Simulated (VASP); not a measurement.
A run of VASP 6.6.1:

INCAR

```
  PREC = Accurate
  ENCUT = 520
  EDIFF = 1E-7
  ISMEAR = -1
  SIGMA = 0.05
  LREAL = F
  LASPH = T
  NELM = 80
  ALGO = Normal
  ISIF = 2
  LWAVE = F
  LCHARG = T
  GGA = PS
  LELF = T
  LVHAR = T
  NBANDS = 16
```

Contents of KPOINTS:

```
regular mesh
0
Gamma
  9 9 9
```

POSCAR

```
AlRu
1.0
    2.9511680166      0.0000000000      0.0000000000
    0.0000000000      2.9511680166      0.0000000000
    0.0000000000      0.0000000000      2.9511680166
Ru Al
1 1
Direct
    0.5000000000      0.5000000000      0.5000000000
    0.0000000000      0.0000000000      0.0000000000
```

Potentials or basis: VASP PAW PBE potentials, release 64 (Ru_pv, Al).

The run is started by

```bash
$ cat potpaw_PBE.64/Ru_pv/POTCAR potpaw_PBE.64/Al/POTCAR > POTCAR
$ mpirun -np 1 vasp_std > vasp.out
```

Hardware: 1 thread of Intel(R) Xeon(R) 6975P-C (Granite Rapids) (shared host).

Problem. Estimate the wall time of this run.

Solution. Wall time 4.9 s on 1 thread of Intel(R) Xeon(R) 6975P-C (Granite Rapids), with other jobs on the host, peak memory 0.14 GiB. Counts: scf iterations 13, k points 35.
